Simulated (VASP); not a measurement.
CuI: single point with PBEsol

CuI:

```xyz
4
Lattice="4.2421 0.0000 0.0000 0.0000 3.9420 0.0000 0.0000 0.0000 6.3833" Properties=species:S:1:pos:R:3 pbc="T T T"
Cu    2.1211    1.9710   -0.0363
Cu    0.0000    0.0000    0.0363
I     2.1211    0.0000    1.6664
I     0.0000    1.9710    4.7169
```

This cell differs from its parent crystal: uniaxial strain along a: +6.0 %.

```
Program                : VASP 6.6.1
Task                   : single point
Functional             : PBEsol
Potentials or basis    : VASP PAW PBE potentials, release 64 (Cu, I)
Cutoff                 : 520 eV
k mesh                 : 8 × 8 × 4
Occupations            : gaussian, width 0.02 eV
Spin                   : no spin polarisation
Dipole correction      : no
Further INCAR settings : ALGO = Normal; EDIFF = 1e-06; NBANDS = 26
```

The pressure is -0.9 GPa, the largest force is 0.106 eV/Å and the band gap on the k mesh is 1.34 eV, direct.

Forces in eV/Å, atoms in the order of the input:
```
Cu   0.000  0.000 -0.106
Cu   0.000  0.000  0.106
I    0.000  0.000 -0.086
I    0.000  0.000  0.086
```

Stress tensor (GPa, compression positive):
```
-3.46  0.00  0.00
 0.00  1.31  0.00
 0.00  0.00 -0.43
```

Levels at points of the mesh, in eV from the valence-band top:
| k point | band 16 | band 17 | band 18 | band 19 | band 20 | band 21 |
| --- | --- | --- | --- | --- | --- | --- |
| (0.00, 0.00, 0.00) | -0.92 | -0.23 | 0.00 | 1.34 | 2.42 | 3.45 |
| (0.50, 0.00, 0.00) | -1.36 | -0.52 | -0.52 | 3.74 | 3.74 | 4.86 |
| (0.00, 0.50, 0.00) | -1.22 | -0.73 | -0.73 | 3.26 | 3.26 | 4.62 |
| (0.50, 0.50, 0.00) | -1.84 | -1.27 | -1.27 | 2.44 | 2.44 | 2.57 |
| (0.00, 0.00, 0.50) | -1.29 | -0.59 | -0.31 | 2.67 | 3.10 | 3.60 |
| (0.50, 0.00, 0.50) | -0.92 | -0.49 | -0.49 | 2.20 | 2.20 | 5.13 |
| (0.00, 0.50, 0.50) | -0.84 | -0.70 | -0.70 | 1.96 | 1.96 | 4.83 |
| (0.50, 0.50, 0.50) | -1.86 | -1.19 | -1.19 | 3.95 | 3.95 | 4.02 |

Run time: 2.7 min on 1 thread of AMD EPYC 7R13, with other jobs on the host, peak memory 0.33 GiB.

Caveat: the cell differs from its parent crystal (uniaxial strain along a: +6.0 %); the PAW data sets were made with another functional, which shifts forces and pressure a little; spin-orbit coupling is left out, which moves the levels of the heavy elements; this functional lacks dispersion, which binds the layers, so the pressure and a relaxed spacing across them are unreliable. A k mesh can miss the band edges.
